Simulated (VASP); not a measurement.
Set up this calculation in VASP 6.6.1, as the native input.

```yaml
Task: single point
Functional: PBEsol
Potentials_or_basis: VASP PAW PBE potentials, release 64 (Mg, Si, O)
Cutoff: 520 eV
k_mesh: 1 × 1 × 1, shifted
Occupations: fermi-dirac, width 0.05 eV
Spin: no spin polarisation
Dipole_correction: no
Further_INCAR_settings: LREAL = Auto; ALGO = Normal; EDIFF = 1e-06; NBANDS = 232; ISYM = 0
```

The structure of MgSi11O24 (a cell with a defect) lies in POSCAR:

```
MgSi11O24
1.0
    8.3886930000      0.0000000000      0.0000000000
    0.0000000000      8.3886930000      0.0000000000
    0.0000000000      0.0000000000      8.0356430000
Mg Si O
2 22 48
Direct
    0.9999850000      0.0000620000      0.0003230000
    0.5001740000      0.5002570000      0.3326540000
    0.0001040000      0.0001060000      0.3324500000
    0.0001820000      0.0002330000      0.6669510000
    0.0000140000      0.5000100000      0.9997120000
    0.0002130000      0.5001960000      0.3332690000
    0.0000430000      0.5001700000      0.6664780000
    0.4999870000      0.0000800000      0.9997100000
    0.5001190000      0.0002130000      0.3332540000
    0.5001310000      0.0000870000      0.6664940000
    0.5001120000      0.5001040000      0.0005170000
    0.4999980000      0.5000260000      0.6660220000
    0.2500910000      0.2501340000      0.1664870000
    0.2481680000      0.2481980000      0.4981180000
    0.2520240000      0.2520320000      0.8348660000
    0.2500580000      0.7501400000      0.1664900000
    0.2516700000      0.7484710000      0.5016120000
    0.2485460000      0.7517450000      0.8313520000
    0.7500610000      0.2501540000      0.1664840000
    0.7484410000      0.2516870000      0.5016210000
    0.7517590000      0.2485280000      0.8313580000
    0.7501020000      0.7501270000      0.1664890000
    0.7518770000      0.7519380000      0.4979970000
    0.7482970000      0.7483240000      0.8349660000
    0.1625130000      0.1625320000      0.9991610000
    0.1487150000      0.1487230000      0.3326390000
    0.1536690000      0.1536680000      0.6669760000
    0.1478650000      0.6565210000      0.9974650000
    0.1565700000      0.6478620000      0.3354490000
    0.1509920000      0.6511360000      0.6664590000
    0.6565000000      0.1478930000      0.9974800000
    0.6478280000      0.1566090000      0.3354410000
    0.6510990000      0.1510030000      0.6664500000
    0.6485870000      0.6485920000      0.0000190000
    0.6624930000      0.6625400000      0.3332610000
    0.6537520000      0.6537710000      0.6657260000
    0.3514920000      0.3515060000      0.0003540000
    0.3376600000      0.3377380000      0.3338260000
    0.3465310000      0.3465610000      0.6660370000
    0.3435990000      0.8523780000      0.9975250000
    0.3523020000      0.8436970000      0.3354970000
    0.3492050000      0.8491290000      0.6665270000
    0.8523410000      0.3436420000      0.9975380000
    0.8436690000      0.3523770000      0.3355100000
    0.8490770000      0.3492350000      0.6665070000
    0.8376870000      0.8377230000      0.9997010000
    0.8516000000      0.8516640000      0.3329380000
    0.8464340000      0.8464910000      0.6672090000
    0.0962710000      0.4039210000      0.1665080000
    0.0946390000      0.4009540000      0.5004270000
    0.0992470000      0.4055600000      0.8325750000
    0.1051760000      0.8950730000      0.1838450000
    0.0980260000      0.9021770000      0.5005880000
    0.1036210000      0.8966590000      0.8157670000
    0.6051390000      0.3950230000      0.1491430000
    0.6035100000      0.3965930000      0.5172230000
    0.5980350000      0.4021650000      0.8324100000
    0.5963670000      0.9038260000      0.1664820000
    0.5991450000      0.9056190000      0.5003100000
    0.5945950000      0.9010440000      0.8326730000
    0.4038970000      0.0963140000      0.1664790000
    0.4009250000      0.0946820000      0.5004010000
    0.4055470000      0.0992900000      0.8325750000
    0.3949670000      0.6051920000      0.1490860000
    0.3965710000      0.6035720000      0.5172430000
    0.4021550000      0.5980450000      0.8324020000
    0.8950210000      0.1052700000      0.1838650000
    0.9021590000      0.0980750000      0.5005330000
    0.8966710000      0.1036460000      0.8157220000
    0.9037970000      0.5964240000      0.1664810000
    0.9055840000      0.5992110000      0.5003010000
    0.9010220000      0.5946380000      0.8326290000
```

The input as run:

INCAR

```
PREC = Accurate
ENCUT = 520
EDIFF = 1E-6
ISMEAR = -1
SIGMA = 0.05
LREAL = Auto
LASPH = T
NELM = 100
ALGO = Normal
ISIF = 2
LWAVE = F
LCHARG = F
GGA = PS
ISYM = 0
NBANDS = 232
```

KPOINTS

```
Automatic mesh
0
Gamma
  1 1 1
  0.25 0.25 0.25
```

Potentials or basis: VASP PAW PBE potentials, release 64 (Mg, Si, O).

Command:

```console
$ cat potpaw_PBE.64/Mg/POTCAR potpaw_PBE.64/Si/POTCAR potpaw_PBE.64/O/POTCAR > POTCAR
$ mpirun -np 1 vasp_std > vasp.out
```

Results of the run:

* Pressure: 8.3 GPa
* Largest force: 0.142 eV/Å
* Band gap on the k mesh: zero (band 190 reaches 6.90 eV, above the bottom of band 191 at 6.88 eV)

Caveat: the k points lie up to 0.78 Å⁻¹ apart; the PAW data sets were made with another functional, which shifts forces and pressure a little.

Wall time 15 min on 1 thread of Intel(R) Xeon(R) Platinum 8488C (Sapphire Rapids) (shared host), peak memory 0.72 GiB.
